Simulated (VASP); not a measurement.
A run of VASP 6.6.1 is set up as follows.

The input INCAR:

```
  PREC = Accurate
  ENCUT = 520
  EDIFF = 1E-8
  ISMEAR = 0
  SIGMA = 0.01
  LREAL = F
  LASPH = T
  NELM = 80
  ALGO = Normal
  ISIF = 2
  LWAVE = F
  LCHARG = F
  GGA = PE
  LEPSILON = T
```

Contents of KPOINTS:

```
regular mesh
0
Gamma
  6 6 4
```

The input POSCAR:

```
KI
1.0
    6.0388285807      0.0000000000      0.0000000000
   -3.0194142904      5.2297789600      0.0000000000
    0.0000000000      0.0000000000      7.0391100281
K I
2 2
Direct
    0.3333333333      0.6666666667      0.2500000000
    0.6666666667      0.3333333333      0.7500000000
    0.6666666667      0.3333333333      0.2500000000
    0.3333333333      0.6666666667      0.7500000000
```

Potentials or basis: VASP PAW PBE potentials, release 64 (K_sv, I).

Command:

```sh
$ cat potpaw_PBE.64/K_sv/POTCAR potpaw_PBE.64/I/POTCAR > POTCAR
$ mpirun -np 1 vasp_std > vasp.out
```

Task: What does it give for the electronic dielectric tensor (diagonal)?

Result: 2.33, 2.33, 2.52.

Task: Predict the Born charges (mean of the diagonal).

Result: K +1.07; I -1.07 e.

Task: What does it give for the band gap on the k mesh?

Result: 3.79 eV.

Electronic dielectric tensor:
```
2.33 0.00 0.00
0.00 2.33 0.00
0.00 0.00 2.52
```

Caveat: spin-orbit coupling is left out, which moves the levels of the heavy elements. A k mesh can miss the band edges.
